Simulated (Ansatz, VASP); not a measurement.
**One calculation of Mg, two programs**

```
CELL_PARAMETERS angstrom
0.00000 2.43305 2.43305
2.43305 0.00000 2.43305
2.43305 2.43305 0.00000
ATOMIC_POSITIONS crystal
Mg 0.00000 0.00000 0.00000
```

Alike in both runs: task single point; functional PBEsol; k mesh 14 × 14 × 14; occupations gaussian, width 0.1 eV; no spin polarisation.

|  | VASP | Ansatz |
| --- | --- | --- |
| version | VASP 6.6.1 | Ansatz 0.2.0 |
| potentials or method | VASP PAW PBE potentials, release 64 (Mg), cutoff 600 eV | scalar-relativistic, plane waves, PAW |
| valence electrons in the cell | 2 | 10 |

```tsv
	VASP	Ansatz	Ansatz less VASP
gap on the k mesh at the Fermi level (eV)	none	none	-
pressure (GPa)	-5.4	-5.4	+0.07
```

VASP's potentials were made for PBE, not for PBEsol. A gap of «none» marks a metal or a gap that the smearing closes. VASP's potentials hold 2 valence electrons a cell and Ansatz's 10, so a difference there can come from the potentials and not from the codes.
